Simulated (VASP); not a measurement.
# WS2 in VASP: single point with r2SCAN

Aim: the single point of WS2 with r2SCAN.

Everything below comes from runs of VASP 6.6.1. Logs are shortened: lines on timing, memory, paths and dates and some standing lists are left out, and cuts for length are marked.

### Step 1. The cell of the first run

The cell holds a slab with vacuum, 6 atoms: a = 3.181 Å, b = 3.181 Å, c = 23.688 Å, α = 90.00°, β = 90.00°, γ = 120.00°.

### Step 2. Single point, r2SCAN (atom 1 (W) moved -0.100 Å towards its neighbour atom 6 (S) at 2.409 Å)

Contents of POSCAR:

```
WS2
1.0
    3.1814117282      0.0000000000      0.0000000000
   -1.5907058641      2.7551833765      0.0000000000
    0.0000000000      0.0000000000     23.6881463475
W S
2 4
Direct
    0.3610048789      0.6805024394      0.6352117310
    0.6666666667      0.3333333333      0.3620565065
    0.3333333333      0.6666666667      0.2962425097
    0.6666666667      0.3333333333      0.5721038223
    0.3333333333      0.6666666667      0.4278961777
    0.6666666667      0.3333333333      0.7037574903
```

Contents of INCAR.step1:

```
  ALGO = Normal
  EDIFF = 1E-4
  ENCUT = 520
  GGA = PE
  ISMEAR = 0
  LASPH = T
  LCHARG = F
  LREAL = F
  LWAVE = T
  NBANDS = 35
  NELM = 100
  PREC = Accurate
  SIGMA = 0.05
```

Contents of INCAR.step2:

```
  ALGO = Normal
  EDIFF = 1E-7
  ENCUT = 520
  ISIF = 2
  ISMEAR = 0
  ISTART = 1
  LASPH = T
  LCHARG = T
  LELF = T
  LMIXTAU = T
  LREAL = F
  LVHAR = T
  LWAVE = F
  METAGGA = R2SCAN
  NBANDS = 35
  NELM = 100
  PREC = Accurate
  SIGMA = 0.05
```

Contents of KPOINTS:

```
k-points
0
Gamma
  12 12 2
```

Potentials or basis: VASP PAW PBE potentials, release 64 (W_sv, S).

Command:

```sh
cat potpaw_PBE.64/W_sv/POTCAR potpaw_PBE.64/S/POTCAR > POTCAR
cp INCAR.step1 INCAR
mpirun -np 1 vasp_std > vasp.out
cp INCAR.step2 INCAR
mpirun -np 1 vasp_std > vasp.out
```

OUTCAR:

```text
EDIFF = 1E-7
   ENCUT = 520
   ISIF = 2
   ISMEAR = 0
   ISTART = 1
   LASPH = T
   LREAL = F
   METAGGA = R2SCAN
   NELM = 100
   PREC = Accurate

 ion  position               nearest neighbor table
   1  0.361  0.681  0.635-   4 2.34   4 2.34   6 2.42   6 2.42   4 2.43   6 2.51
   2  0.667  0.333  0.362-   3 2.41   3 2.41   3 2.41   5 2.41   5 2.41   5 2.41
   3  0.333  0.667  0.296-   2 2.41   2 2.41   2 2.41
   4  0.667  0.333  0.572-   1 2.34   1 2.34   1 2.43
   5  0.333  0.667  0.428-   2 2.41   2 2.41   2 2.41
   6  0.667  0.333  0.704-   1 2.42   1 2.42   1 2.51

  LATTYP: Found a hexagonal cell.
 ALAT       =     3.1814117282
 C/A-ratio  =     7.4457971402

  Lattice vectors:

 A1 = (   3.1814117282,   0.0000000000,   0.0000000000)
 A2 = (  -1.5907058641,   2.7551833765,   0.0000000000)
 A3 = (   0.0000000000,   0.0000000000,  23.6881463475)

Analysis of symmetry for initial positions (statically):
=====================================================================
 Subroutine PRICEL returns:
 Original cell was already a primitive cell.

 Routine SETGRP: Setting up the symmetry group for a
 hexagonal supercell.

 Subroutine GETGRP returns: Found  2 space group operations
 (whereof  2 operations were pure point group operations)
 out of a pool of 24 trial point group operations.

The static configuration has the point symmetry C_1h.

Analysis of symmetry for dynamics (positions and initial velocities):
=====================================================================
 Subroutine PRICEL returns:
 Original cell was already a primitive cell.

 Routine SETGRP: Setting up the symmetry group for a
 hexagonal supercell.

 Subroutine GETGRP returns: Found  2 space group operations
 (whereof  2 operations were pure point group operations)
 out of a pool of 24 trial point group operations.

The dynamic configuration has the point symmetry C_1h.

 Subroutine INISYM returns: Found  2 space group operations
 (whereof  2 operations are pure point group operations),
 and found     1 'primitive' translations

----------------------------------------------------------------------------------------

                                     Primitive cell

  volume of cell :     207.6354

  direct lattice vectors                    reciprocal lattice vectors
     3.181411728  0.000000000  0.000000000     0.314325867  0.181476124  0.000000000
    -1.590705864  2.755183376  0.000000000     0.000000000  0.362952248  0.000000000
     0.000000000  0.000000000 23.688146347     0.000000000  0.000000000  0.042215207

  length of vectors
     3.181411728  3.181411728 23.688146347     0.362952248  0.362952248  0.042215207

  position of ions in fractional coordinates (direct lattice)
     0.361004879  0.680502439  0.635211731
     0.666666667  0.333333333  0.362056506
     0.333333333  0.666666667  0.296242510
     0.666666667  0.333333333  0.572103822
     0.333333333  0.666666667  0.427896178
     0.666666667  0.333333333  0.703757490

  ion indices of the primitive-cell ions
   primitive index   ion index
                 1           1
                 2           2
                 3           3
                 4           4
                 5           5
                 6           6

----------------------------------------------------------------------------------------

 KPOINTS: k-points

Automatic generation of k-mesh.
 Grid dimensions read from file:
 generate k-points for:   12   12    2

 Generating k-lattice:

  Cartesian coordinates                     Fractional coordinates (reciprocal lattice)
     0.026193822  0.015123010  0.000000000     0.083333333  0.000000000  0.000000000
     0.000000000  0.030246021  0.000000000     0.000000000  0.083333333  0.000000000
     0.000000000  0.000000000  0.021107603     0.000000000  0.000000000  0.500000000

  Length of vectors
     0.030246021  0.030246021  0.021107603

  Shift w.r.t. Gamma in fractional coordinates (k-lattice)
     0.000000000  0.000000000  0.000000000

 Subroutine IBZKPT returns following result:
 ===========================================

 Found     86 irreducible k-points:

 Following reciprocal coordinates:
            Coordinates               Weight
  0.000000  0.000000  0.000000      1.000000
  0.083333  0.000000  0.000000      2.000000
  0.000000  0.083333  0.000000      4.000000
  0.166667  0.000000  0.000000      2.000000
  0.000000  0.166667  0.000000      4.000000
  0.250000  0.000000  0.000000      2.000000
[... 16 lines left out ...]
 -0.083333  0.416667  0.000000      4.000000
 -0.416667  0.333333  0.000000      4.000000
 [... further k-points ...]
   k-points           NKPTS =     86   k-points in BZ     NKDIM =     86   number of bands    NBANDS=     35
   number of dos      NEDOS =    301   number of ions     NIONS =      6
   total plane-waves  NPLWV = 103680
   dimension x,y,z NGX =    24 NGY =   24 NGZ =  180
   dimension x,y,z NGXF=    48 NGYF=   48 NGZF=  360
   ions per type =               2   4
   NGX,Y,Z   is equivalent  to a cutoff of  12.54, 12.54, 12.63 a.u.
   NGXF,Y,Z  is equivalent  to a cutoff of  25.08, 25.08, 25.27 a.u.
 SYSTEM =  unknown system
   PREC   = accura    normal or accurate (medium, high low for compatibility)
   ISTART =      1    job   : 0-new  1-cont  2-samecut
   ICHARG =      0    charge: 1-file 2-atom 10-const
   ISPIN  =      1    spin polarized calculation?
   LNONCOLLINEAR =      F non collinear calculations
   LSORBIT =      F    spin-orbit coupling
   LASPH  =      T    aspherical Exc in radial PAW
   ENCUT  =  520.0 eV  38.22 Ry    6.18 a.u.   5.92  5.92 44.04*2*pi/ulx,y,z
   NELM   =    100;   NELMIN=  2; NELMDL=  0     # of ELM steps
   EDIFF  = 0.1E-06   stopping-criterion for ELM
   LREAL  =      F    real-space projection
   EDIFFG = 0.1E-05   stopping-criterion for IOM
   NSW    =      0    number of steps for IOM
   IBRION =     -1    ionic relax: 0-MD 1-quasi-New 2-CG
   NFREE  =      0    steps in history (QN), initial steepest desc. (CG)
   ISIF   =      2    stress and relaxation
   ISYM   =      2    0-nonsym 1-usesym 2-fastsym
   POTIM  = 0.5000    time-step for ionic-motion
   TEBEG  =    0.0;   TEEND  =   0.0 temperature during run
   PSTRESS=    0.0 pullay stress
   NELECT =      52.0000    total number of electrons
   NUPDOWN=      -1.0000    fix difference up-down
   EMIN   =  10.00;   EMAX   =-10.00  energy-range for DOS
   EFERMI =   0.00;   METHOD = LEGACY
   ISMEAR =     0;   SIGMA  =   0.05  broadening in eV -4-tet -1-fermi 0-gaus
   EFERMI_NEDOS =   21; number of points for ismear=-14 and -15
   IALGO  =     38    algorithm
   IMIX   =      4    mixing-type and parameters
     AMIX     =   0.40;   BMIX     =  1.00
     AMIX_MAG =   1.60;   BMIX_MAG =  1.00
  volume/ion in A,a.u.               =      34.61       233.53
  Fermi-wavevector in a.u.,A,eV,Ry     =   1.031911  1.950029 14.488024  1.064840
  Thomas-Fermi vector in A             =   2.166082
   LORBIT       =      0    0 simple, 1 ext, 2 COOP (PROOUT), +10 PAW based schemes
   METAGGA = R2SCAN    functional components
   LHFCALC =     F    Hartree Fock is set to
   AEXX    =    0.0000 exact exchange contribution
   IVDW    =     0    specifies the selected vdW correction
   LEPSILON=     F    determine dielectric tensor
   LRPA    =     F    only Hartree local field effects (RPA)
 non-spin polarized calculation
 Gauss-broadening in eV      SIGMA  =   0.05
  energy-cutoff  :      520.00
  volume of cell :      207.64
 maximum number of plane-waves:      5630
   NGX = 11   NGY = 11   NGZ = 89

 number of electron      52.0000003 magnetization

 Free energy of the ion-electron system (eV)
  ---------------------------------------------------
  ext. energy  EPLUGINS =         0.00000000
  ---------------------------------------------------
  free energy    TOTEN  =      -139.98904004 eV

  energy without entropy =     -139.98904004  energy(sigma->0) =     -139.98904004

 E-fermi :   1.4190     XC(G=0):  -6.3581

 val. band max:        0.9554110264   @ k =   0.0000   0.0000   0.0000
 cond. band min:       2.4372161008   @ k =   0.3333   0.3333   0.0000
 fundamental gap:      1.4818050744
 Fermi energy:         1.4190287554

 k-point     1 :       0.0000    0.0000    0.0000
  band No.  band energies     occupation
      1     -75.4208      2.00000
      2     -75.3972      2.00000
      3     -39.0162      2.00000
      4     -38.9850      2.00000
      5     -38.8671      2.00000
      6     -38.8499      2.00000
[... 27 lines left out ...]
     34       4.1622      0.00000
     35       6.1912      0.00000

 k-point     2 :       0.0833    0.0000    0.0000
  band No.  band energies     occupation
      1     -75.4195      2.00000
      2     -75.3959      2.00000
      3     -39.0118      2.00000
      4     -38.9805      2.00000
      5     -38.8741      2.00000
      6     -38.8728      2.00000
[... 27 lines left out ...]
     34       4.3149      0.00000
     35       6.4324      0.00000

 k-point     3 :       0.0000    0.0833    0.0000
  band No.  band energies     occupation
      1     -75.4195      2.00000
      2     -75.3959      2.00000
      3     -39.0116      2.00000
      4     -38.9805      2.00000
      5     -38.8896      2.00000
      6     -38.8579      2.00000
[... 27 lines left out ...]
     34       4.1614      0.00000
     35       6.4328      0.00000

 k-point     4 :       0.1667    0.0000    0.0000
  band No.  band energies     occupation
      1     -75.4160      2.00000
      2     -75.3924      2.00000
      3     -39.0001      2.00000
      4     -38.9682      2.00000
      5     -38.9396      2.00000
      6     -38.9222      2.00000
[... 27 lines left out ...]
     34       4.7086      0.00000
     35       6.8731      0.00000

 k-point     5 :       0.0000    0.1667    0.0000
  band No.  band energies     occupation
      1     -75.4159      2.00000
      2     -75.3924      2.00000
      3     -38.9993      2.00000
      4     -38.9682      2.00000
      5     -38.9556      2.00000
      6     -38.9222      2.00000
[... 638 lines left out ...]
 k-point    22 :       0.3333    0.0833    0.0000
  band No.  band energies     occupation
      1     -75.4040      2.00000
      2     -75.3804      2.00000
      3     -39.1488      2.00000
      4     -39.1328      2.00000
      5     -38.9583      2.00000
      6     -38.9522      2.00000
[... 27 lines left out ...]
     34       5.5779      0.00000
     35       7.3242      0.00000

 k-point    23 :      -0.0833    0.4167    0.0000
  band No.  band energies     occupation
      1     -75.4039      2.00000
      2     -75.3804      2.00000
      3     -39.1710      2.00000
      4     -39.1329      2.00000
      5     -38.9562      2.00000
      6     -38.9371      2.00000
[... 27 lines left out ...]
     34       5.8375      0.00000
     35       7.2939      0.00000

 k-point    24 :      -0.4167    0.3333    0.0000
  band No.  band energies     occupation
      1     -75.4039      2.00000
      2     -75.3804      2.00000
      3     -39.1658      2.00000
      4     -39.1329      2.00000
      5     -38.9569      2.00000
      6     -38.9407      2.00000
[... 27 lines left out ...]
     34       5.5357      0.00000
     35       7.2954      0.00000

 [... further k-points ...]

------------------------ aborting loop because EDIFF is reached ----------------------------------------

  FORCE on cell =-STRESS in cart. coord.  units (eV):
  Direction    XX          YY          ZZ          XY          YZ          ZX
  --------------------------------------------------------------------------------------
  -------------------------------------------------------------------------------------
  Total        0.1409032      0.6707871      0.4021585     -0.4588929     -0.1198533     -0.2075903
  in kB        1.0872517      5.1759945      3.1031760     -3.5409552     -0.9248238     -1.6018289
  external PRESSURE =       3.1221407 kB  Pullay stress =       0.0000000 kB

 VOLUME and BASIS-vectors are now :
 -----------------------------------------------------------------------------
  energy-cutoff  :      520.00
  volume of cell :      207.64
      direct lattice vectors                 reciprocal lattice vectors
     3.181411728  0.000000000  0.000000000     0.314325867  0.181476124  0.000000000
    -1.590705864  2.755183376  0.000000000     0.000000000  0.362952248  0.000000000
     0.000000000  0.000000000 23.688146347     0.000000000  0.000000000  0.042215207

 POSITION                                       TOTAL-FORCE (eV/Angst)
 -----------------------------------------------------------------------------------
      0.06603      1.87491     15.04699        -1.429720     -0.825449      2.171619
      1.59071      0.91839      8.57645         0.000550      0.000317     -0.002644
     -0.00000      1.83679      7.01744        -0.000158     -0.000091     -0.020902
      1.59071      0.91839     13.55208         0.807678      0.466313     -1.249532
     -0.00000      1.83679     10.13607         0.001039      0.000600      0.020865
      1.59071      0.91839     16.67071         0.620611      0.358310     -0.919406
 -----------------------------------------------------------------------------------
    total drift:                                0.000057      0.000032     -0.000608

  FREE ENERGIE OF THE ION-ELECTRON SYSTEM (eV)
  ---------------------------------------------------
  free  energy   TOTEN  =      -139.9890400433 eV

  energy  without entropy=     -139.9890400433  energy(sigma->0) =     -139.98904004
```

Wall time 1.7 h (1 thread of Oxide Virtual Turin-like, shared host); peak memory 0.65 GiB.

What came out:

```
Free energy            : -139.9890 eV
Largest force          : 2.728 eV/Å
Band gap on the k mesh : 1.48 eV (least direct gap 1.87 eV)
```

Forces on the atoms (eV/Å):
```
W   -1.430 -0.825  2.172
W    0.001  0.000 -0.003
S    0.000  0.000 -0.021
S    0.808  0.466 -1.250
S    0.001  0.001  0.021
S    0.621  0.358 -0.919
```

Levels at points of the mesh, in eV from the valence-band top:
```csv
k point,band 23,band 24,band 25,band 26,band 27,band 28,band 29,band 30
"(0.00, 0.00, 0.00)",-2.16,-1.73,-0.57,0.00,2.18,2.52,2.69,2.69
"(0.50, 0.00, 0.00)",-1.86,-1.81,-1.38,-1.20,2.62,2.63,2.99,3.10
"(0.00, 0.50, 0.00)",-1.94,-1.82,-1.38,-1.29,2.54,2.62,3.02,3.10
"(0.00, 0.00, 0.50)",-2.16,-1.73,-0.57,0.00,2.18,2.52,2.69,2.69
"(0.50, 0.00, 0.50)",-1.86,-1.81,-1.38,-1.20,2.62,2.63,2.99,3.10
"(0.00, 0.50, 0.50)",-1.94,-1.82,-1.38,-1.29,2.54,2.62,3.02,3.10
```

Caveat: the cell differs from its parent crystal (atom 1 (W) moved -0.100 Å towards its neighbour atom 6 (S) at 2.409 Å); there is no dipole correction, which matters where the two faces differ; the PAW data sets were made with another functional, which shifts forces and pressure a little; spin-orbit coupling is left out, which moves the levels of the heavy elements.
